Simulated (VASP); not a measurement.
## Ge: single point with PBE

Crystal: Ge.

```
Ge
1.0
     3.86771    0.00000    0.00000
    -1.93385    3.34953    0.00000
     1.93385    1.11651    3.53984
Ge
2
Direct
  0.00000 0.50000 0.50000
  0.50000 0.25000 0.25000
```

```
Program                : VASP 6.6.1
Task                   : single point
Functional             : PBE
Potentials or basis    : VASP PAW PBE potentials, release 64 (Ge_d)
Cutoff                 : 520 eV
k mesh                 : 9 × 9 × 10
Occupations            : gaussian, width 0.1 eV
Spin                   : no spin polarisation
Dipole correction      : no
Further INCAR settings : ALGO = Normal; EDIFF = 1e-06; NBANDS = 21; ISYM = 0
```

* Pressure: 4.1 GPa
* Largest force: 0.777 eV/Å
* Band gap on the k mesh: zero (bands 14 and 15 overlap by 0.30 eV)

Forces in eV/Å, atoms in the order of the input:
```
Ge  -0.007 -0.004  0.777
Ge   0.007  0.004 -0.777
```

Stress tensor (GPa, compression positive):
```
 9.45  0.03  0.05
 0.03  9.41  0.03
 0.05  0.03 -6.61
```

Levels at points of the mesh, in eV from the Fermi level:
```tsv
k point	band 12	band 13	band 14	band 15	band 16	band 17
(0.00, 0.00, 0.00)	-0.63	-0.19	0.18	0.18	2.27	3.19
(0.00, 0.00, 0.50)	-7.16	-0.77	-0.77	1.19	4.17	4.17
```

Wall time 9.8 min on 1 thread of Intel Xeon 8259CL (shared host), peak memory 0.41 GiB.

Caveat: the stress differs along the axes, from -7 to 9 GPa; semilocal functionals underestimate gaps, and a narrow one can read as zero.
